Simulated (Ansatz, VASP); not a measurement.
**WS2: VASP beside Ansatz**

INCAR

```
PREC = Accurate
ENCUT = 520
EDIFF = 1E-6
ISMEAR = 0
SIGMA = 0.05
LREAL = F
LASPH = T
NELM = 100
ALGO = Normal
ISIF = 2
LWAVE = F
LCHARG = F
LDIPOL = T
IDIPOL = 3
DIPOL = 0.5 0.5 0.390
GGA = PE
IVDW = 12
NBANDS = 35
```

KPOINTS

```
Automatic mesh
0
Gamma
  9 9 1
```

POSCAR

```
WS2
1.0
    3.1595456682      0.0000000000      0.0000000000
   -1.5797728341      2.7362468131      0.0000000000
    0.0000000000      0.0000000000     23.8042574330
S W
4 2
Direct
    0.3333333333      0.6666666667      0.1890418137
    0.3333333333      0.6666666667      0.3214605092
    0.3333333333      0.8333333333      0.4575706151
    0.3333333333      0.8333333333      0.5899893106
    0.6666666667      0.3333333333      0.2552511584
    0.0000000000      1.1666666667      0.5237799598
```

Input for Ansatz:

```yaml
crystal:
  lattice:
    - [3.1595456682, 0.0, 0.0]
    - [-1.5797728341, 2.7362468131, 0.0]
    - [0.0, 0.0, 23.804257433]
  atoms:
    - { symbol: S, position: [0.3333333333, 0.6666666667, 0.1890418137] }
    - { symbol: W, position: [0.6666666667, 0.3333333333, 0.2552511584] }
    - { symbol: S, position: [0.3333333333, 0.6666666667, 0.3214605092] }
    - { symbol: S, position: [0.3333333333, 0.8333333333, 0.4575706151] }
    - { symbol: W, position: [0.0, 1.1666666667, 0.5237799598] }
    - { symbol: S, position: [0.3333333333, 0.8333333333, 0.5899893106] }
basis:
  ecutwfc: 420
kpoints:
  mp_grid: { grid: [9, 9, 1] }
hamiltonian:
  xc: pbe
  pseudopotentials: { kind: paw, azcp: { folder: soft_1 } }
  dispersion: d3bj
scf:
  occupations: { method: gaussian, width: 0.05 }
output:
  forces: true
  eigenvalues: true
efield:
  axis: 3
  dipole_correction: true
  ramp_width: 0.04
```

Alike in both runs: task single point; functional PBE; dispersion D3(BJ); k mesh 9 × 9 × 1; occupations gaussian, width 0.05 eV; no spin polarisation.

```csv
,VASP,Ansatz
version,VASP 6.6.1,Ansatz 0.2.0
potentials or method,"VASP PAW PBE potentials, release 64 (S, W_sv), cutoff 520 eV","scalar-relativistic, plane waves, PAW"
valence electrons in the cell,52,52
```

```csv
,VASP,Ansatz,Ansatz less VASP
gap on the k mesh at the Fermi level (eV),1.59,1.58,-0.010
least direct gap on the mesh (eV),1.91,1.91,-0.003
rms of the force components (eV/Å),0.048,0.049,+0.0006
```

Neither program's run includes spin-orbit coupling.
